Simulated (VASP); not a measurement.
# C11O in VASP: notebook, part 2 of 2

VASP 6.6.1. Earlier steps stand in the parts before.

## (3) Single point, PBE+D3(BJ)

INCAR

```
SYSTEM = C11O
PREC = Accurate
ENCUT = 520
EDIFF = 1E-6
ISMEAR = 0
SIGMA = 0.05
LREAL = .False.
LASPH = .True.
NELM = 60
ALGO = Normal
ISIF = 2
LWAVE = .False.
LCHARG = .False.
LDIPOL = .True.
IDIPOL = 3
DIPOL = 0.5 0.5 0.322
GGA = PE
IVDW = 12
NBANDS = 37
```

KPOINTS

```
Automatic mesh
0
Gamma
  8 7 1
  0 0 0
```

POSCAR

```
C11O
1.0
    3.6473242347      0.0000000000      0.0000000000
   -1.6658829406      3.9310150970      0.0000000000
    0.0000000000      0.0000000000     23.1809581692
C O
11 1
Direct
    0.5001799340      0.3333933113      0.1725554212
    0.4998200660      0.6666066887      0.1725554212
    0.5001799340      0.8333933113      0.2257231425
    0.4998200660      0.1666066887      0.2257231425
    0.5000212331      0.3353169669      0.2788716798
    0.4999787669      0.6646830331      0.2788716798
    0.5001286273      0.8366480408      0.3322552327
    0.4998713727      0.1633519592      0.3322552327
    0.4997623703      0.3544335274      0.3809574266
    0.5002376297      0.6455664726      0.3809574266
    0.7497623703      1.1044335274      0.5686114471
    0.7497623703      1.1044335274      0.5190017635
```

Potentials or basis: VASP PAW PBE potentials, release 64 (C, O).

Command:

```sh
$ cat potpaw_PBE.64/C/POTCAR potpaw_PBE.64/O/POTCAR > POTCAR
$ mpirun -np 1 vasp_std > vasp.out
```

OUTCAR:

```text
SYSTEM = C11O
   PREC = Accurate
   ENCUT = 520
   EDIFF = 1E-6
   ISMEAR = 0
   LREAL = .False.
   LASPH = .True.
   NELM = 60
   ISIF = 2
   GGA = PE
   IVDW = 12
 IVDW          = 12

 ion  position               nearest neighbor table
   1  0.500  0.333  0.173-   4 1.42   2 1.42
   2  0.500  0.667  0.173-   3 1.42   1 1.42
   3  0.500  0.833  0.226-   2 1.42   4 1.42   6 1.43
   4  0.500  0.167  0.226-   1 1.42   3 1.42   5 1.43
   5  0.500  0.335  0.279-   6 1.41   4 1.43   8 1.44
   6  0.500  0.665  0.279-   5 1.41   3 1.43   7 1.44
   7  0.500  0.837  0.332-  10 1.39   8 1.40   6 1.44
   8  0.500  0.163  0.332-   9 1.39   7 1.40   5 1.44
   9  0.500  0.354  0.381-  10 1.24   8 1.39
  10  0.500  0.646  0.381-   9 1.24   7 1.39
  11  0.750  0.104  0.569-  12 1.15
  12  0.750  0.104  0.519-  11 1.15

  LATTYP: Found a simple monoclinic cell.
 ALAT       =     3.6473242347
 B/A-ratio  =     6.3556066523
 C/A-ratio  =     1.1705653965
 COS(beta)  =    -0.3901884655
[... 1171 lines left out ...]

 [... further k-points ...]

------------------------ aborting loop because EDIFF is reached ----------------------------------------

 vacuum level on the upper side and lower side of the slab       (xc-potential included)        -0.347         0.333

 Edisp (eV)   -1.27366

 E8    (eV) :    -0.3725

  FORCE on cell =-STRESS in cart. coord.  units (eV):
  Direction    XX          YY          ZZ          XY          YZ          ZX
  --------------------------------------------------------------------------------------
  -------------------------------------------------------------------------------------
  Total       0.06184    -1.49663    -3.59732     0.59287    -0.00111     0.00885
  in kB       0.29811    -7.21464   -17.34120     2.85799    -0.00535     0.04264
  external pressure =       -8.09 kB  Pullay stress =        0.00 kB

 VOLUME and BASIS-vectors are now :
 -----------------------------------------------------------------------------
  energy-cutoff  :      520.00
  volume of cell :      332.36
      direct lattice vectors                 reciprocal lattice vectors
     3.647324235  0.000000000  0.000000000     0.274173596  0.116189102  0.000000000
    -1.665882941  3.931015097  0.000000000     0.000000000  0.254387219  0.000000000
     0.000000000  0.000000000 23.180958169     0.000000000  0.000000000  0.043138855

 POSITION                                       TOTAL-FORCE (eV/Angst)
 -----------------------------------------------------------------------------------
      1.26892      1.31057      4.00000        -2.626186      6.142708      1.135746
      0.71252      2.62044      4.00000         2.626043     -6.142638      1.135610
      0.43598      3.27608      5.23248        -0.160686      0.382594     -1.175316
      1.54546      0.65493      5.23248         0.161327     -0.382863     -1.175321
      1.26514      1.31814      6.46451         0.007135     -0.006134      0.001873
      0.71630      2.61288      6.46451        -0.006908      0.007807      0.001397
      0.43037      3.28888      7.70199        -0.008931      0.019213      0.013169
      1.55107      0.64214      7.70199         0.009777     -0.022206      0.017153
      1.23235      1.39328      8.83096         0.019866     -0.052594      0.030585
      0.74909      2.53773      8.83096        -0.025066      0.054834      0.040920
      2.56065      0.41053     13.18096        -0.000928      0.000183     -0.728040
      2.56065      0.41053     12.03096         0.004556     -0.000904      0.702223
 -----------------------------------------------------------------------------------
    total drift:                               -0.000295     -0.000193      0.001502

  FREE ENERGIE OF THE ION-ELECTRON SYSTEM (eV)
  ---------------------------------------------------
  free  energy   TOTEN  =       -98.5760708205 eV

  energy  without entropy=      -98.5729434251  energy(sigma->0) =      -98.57450712

 vacuum level on the upper side and lower side of the slab         2.986         3.682
```

It took 5.1 min on 1 thread of Intel Xeon 6975P-C (Granite Rapids), shared host; peak memory 0.54 GiB.

What came out:

```yaml
Free_energy: -98.5761 eV
Largest_force: 6.776 eV/Å
Band_gap_on_the_k_mesh: zero (bands 25 and 26 overlap by 0.73 eV)
Dispersion_energy_per_atom: -0.106 eV
```

Forces in eV/Å, atoms in the order of the input:
```
C   -2.626  6.143  1.136
C    2.626 -6.143  1.136
C   -0.161  0.383 -1.175
C    0.161 -0.383 -1.175
C    0.007 -0.006  0.002
C   -0.007  0.008  0.001
C   -0.009  0.019  0.013
C    0.010 -0.022  0.017
C    0.020 -0.053  0.031
C   -0.025  0.055  0.041
C   -0.001  0.000 -0.728
O    0.005 -0.001  0.702
```

Levels at points of the mesh, in eV from the Fermi level:
```tsv
k point	band 21	band 22	band 23	band 24	band 25	band 26	band 27	band 28	band 29	band 30
(0.00, 0.00, 0.00)	-2.05	-1.46	-1.38	-1.33	0.62	0.68	1.27	1.75	2.24	3.40
(0.50, 0.00, 0.00)	-2.74	-1.75	-1.07	-0.76	0.08	1.12	1.29	1.93	2.09	2.48
```

## (4) Single point, PBE+D3(BJ)

INCAR

```
ALGO     = Normal         # electronic algorithm
DIPOL    = 0.5 0.5 0.322
EDIFF    = 1E-7           # SCF threshold, eV
ENCUT    = 520            # plane-wave cutoff, eV
GGA      = PE             # functional
IDIPOL   = 3            
ISIF     = 2              # what is computed and relaxed
ISMEAR   = 0              # smearing method
IVDW     = 12             # dispersion correction
LASPH    = T              # aspherical terms in the spheres
LCHARG   = F              # write CHGCAR
LDIPOL   = T            
LREAL    = F              # projectors in reciprocal space
LWAVE    = F              # write WAVECAR
NBANDS   = 37             # bands
NELM     = 100            # most SCF steps
PREC     = Accurate       # precision mode
SIGMA    = 0.05           # smearing width, eV
```

KPOINTS

```
k-points
0
Gamma
  8 7 1
```

POSCAR, as its differences from that of step 3:

```diff
@@ -18,3 +18,3 @@
     0.5002376297      0.6455664726      0.3809574266
-    0.7497623703      1.1044335274      0.5686114471
-    0.7497623703      1.1044335274      0.5190017635
+    1.2497623703      0.6044335274      0.5686114471
+    1.2497623703      0.6044335274      0.5190017635
```

Command:

```sh
$ cat potpaw_PBE.64/C/POTCAR potpaw_PBE.64/O/POTCAR > POTCAR
$ mpirun -np 1 vasp_std > vasp.out
```

Wall time 4.7 min (1 thread of Intel Xeon 6975P-C (Granite Rapids), shared host); peak memory 0.54 GiB.

It converged, with:

| Item | Value |
| --- | --- |
| Free energy | -98.5631 eV |
| Largest force | 6.778 eV/Å |
| Band gap on the k mesh | zero (bands 25 and 26 overlap by 0.74 eV) |
| Dispersion energy per atom | -0.106 eV |

Forces in eV/Å, atoms in the order of the input:
```
C   -2.626  6.144  1.136
C    2.626 -6.144  1.136
C   -0.160  0.383 -1.176
C    0.159 -0.382 -1.176
C    0.008 -0.010 -0.002
C   -0.006  0.004  0.000
C   -0.011  0.020  0.018
C    0.007 -0.004  0.003
C    0.035 -0.078  0.046
C   -0.010  0.061 -0.005
C    0.004 -0.001 -0.721
O   -0.024  0.007  0.740
```

Levels at points of the mesh, in eV from the Fermi level:
```csv
k point,band 23,band 24,band 25,band 26,band 27,band 28
"(0.00, 0.00, 0.00)",-1.38,-1.33,0.63,0.69,1.27,1.75
"(0.50, 0.00, 0.00)",-1.07,-0.75,0.08,1.13,1.30,1.94
```

## (5) Single point, PBE+D3(BJ)

INCAR

```
SYSTEM = C11O
PREC = Accurate
ENCUT = 520
EDIFF = 1E-6
ISMEAR = 0
SIGMA = 0.05
LREAL = .False.
LASPH = .True.
NELM = 80
ALGO = Normal
ISIF = 2
LWAVE = .False.
LCHARG = .False.
LDIPOL = .True.
IDIPOL = 3
DIPOL = 0.5 0.5 0.322
GGA = PE
IVDW = 12
NBANDS = 37
```

KPOINTS

```
regular mesh
0
Gamma
  8 7 1
  0 0 0
```

POSCAR, as its differences from that of step 4:

```diff
@@ -18,3 +18,3 @@
     0.5002376297      0.6455664726      0.3809574266
-    1.2497623703      0.6044335274      0.5686114471
-    1.2497623703      0.6044335274      0.5190017635
+    1.2497623703      1.1044335274      0.5686114471
+    1.2497623703      1.1044335274      0.5190017635
```

Command:

```sh
$ cat potpaw_PBE.64/C/POTCAR potpaw_PBE.64/O/POTCAR > POTCAR
$ mpirun -np 1 vasp_std > vasp.out
```

It took 4.5 min on 1 thread of Intel Xeon 6975P-C (Granite Rapids), shared host; peak memory 0.53 GiB.

The run converged. Its results:

```
Free energy                : -98.5708 eV
Largest force              : 6.776 eV/Å
Band gap on the k mesh     : zero (bands 25 and 26 overlap by 0.73 eV)
Dispersion energy per atom : -0.106 eV
```

Forces on the atoms (eV/Å):
```
C   -2.626  6.142  1.136
C    2.626 -6.142  1.135
C   -0.161  0.381 -1.175
C    0.161 -0.383 -1.175
C    0.005 -0.005  0.002
C   -0.009  0.010  0.000
C   -0.002  0.013  0.006
C    0.010 -0.026  0.021
C    0.029 -0.042  0.004
C   -0.029  0.067  0.054
C    0.001  0.003 -0.726
O   -0.006 -0.018  0.718
```

Levels at points of the mesh, in eV from the Fermi level:
```csv
k point,band 22,band 23,band 24,band 25,band 26,band 27,band 28,band 29
"(0.00, 0.00, 0.00)",-1.46,-1.38,-1.33,0.62,0.68,1.27,1.75,2.24
"(0.50, 0.00, 0.00)",-1.74,-1.07,-0.76,0.08,1.12,1.29,1.93,2.10
```

## (6) Summary

| cell | gap on the mesh (eV) | largest force (eV/Å) |
| --- | --- | --- |
| as given, atomic positions A | none | 6.78 |
| as given, atomic positions B | none | 6.78 |
| as given, atomic positions C | none | 6.78 |
| as given, atomic positions D | none | 6.78 |

Alike in all rows: task single point; level PBE+D3(BJ); potentials or basis VASP PAW PBE potentials, release 64 (C, O); no spin polarisation; k mesh 8 × 7 × 1; cutoff (eV) 520; smearing gaussian 0.05 eV.

Absolute energies hang on the potentials; compare differences alone.
